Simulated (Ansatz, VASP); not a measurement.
## Re in VASP and in Ansatz

```
CELL_PARAMETERS angstrom
0.00000 2.25776 1.49554
2.25776 0.00000 1.49554
2.25776 2.25776 0.00000
ATOMIC_POSITIONS crystal
Re 0.00000 0.00000 0.00000
```

Alike in both runs: task single point; functional PBE; k mesh 10 × 10 × 10; occupations gaussian, width 0.15 eV; no spin polarisation.

|  | VASP | Ansatz |
| --- | --- | --- |
| version | VASP 6.6.1 | Ansatz 0.2.0 |
| potentials or method | VASP PAW PBE potentials, release 64 (Re_sv_GW), cutoff 560 eV | scalar-relativistic, plane waves, PAW |
| valence electrons in the cell | 15 | 15 |

|  | VASP | Ansatz | Ansatz less VASP |
| --- | --- | --- | --- |
| gap on the k mesh at the Fermi level (eV) | none | none | - |
| pressure (GPa) | -4.8 | -3.4 | +1.46 |
| traceless stress, the component that is largest in VASP (GPa) | 0.31 | 0.32 | +0.006 |

A gap of «none» marks a metal or a gap that the smearing closes.

Spin-orbit coupling is off throughout.
